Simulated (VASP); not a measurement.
Here is a VASP 6.6.1 calculation.

Contents of INCAR:

```
SYSTEM = Ga3B2As
PREC = Accurate ; ENCUT = 520
EDIFF = 1E-7 ; ISMEAR = 0
SIGMA = 0.1 ; LREAL = .FALSE.
LASPH = .TRUE. ; NELM = 100
ALGO = Normal ; ISIF = 2
LWAVE = .FALSE. ; LCHARG = .TRUE.
GGA = PE ; LELF = .TRUE.
LVHAR = .TRUE. ; NBANDS = 34
```

The input KPOINTS:

```
Automatic mesh
0
G
  12 12 12
  0 0 0
```

The input POSCAR:

```
Ga3B2As
1.0
    3.1681446221      1.8291291504      3.3896764664
   -3.1681446221      1.8291291504      3.3896764664
    0.0000000000     -3.6582583008      3.3896764664
Ga B As
3 2 1
Direct
    0.5000000000      0.5000000000      0.0000000000
    0.0000000000      0.5000000000      0.5000000000
    0.5000000000      0.0000000000      0.5000000000
    0.5791674594      0.5791674594      0.5791674594
    0.4208325406      0.4208325406      0.4208325406
    0.0000000000      0.0000000000      0.0000000000
```

Potentials or basis: VASP PAW PBE potentials, release 64 (Ga_d, B, As).

The run is started by

```bash
$ cat potpaw_PBE.64/Ga_d/POTCAR potpaw_PBE.64/B/POTCAR potpaw_PBE.64/As/POTCAR > POTCAR
$ mpirun -np 1 vasp_std > vasp.out
```

(1) Estimate the pressure.

(2) Estimate the band gap on the k mesh.

(3) What does it give for the largest force?

Results:

(1) 0.0 GPa.

(2) zero (bands 25 and 26 overlap by 1.64 eV).

(3) 0.015 eV/Å.
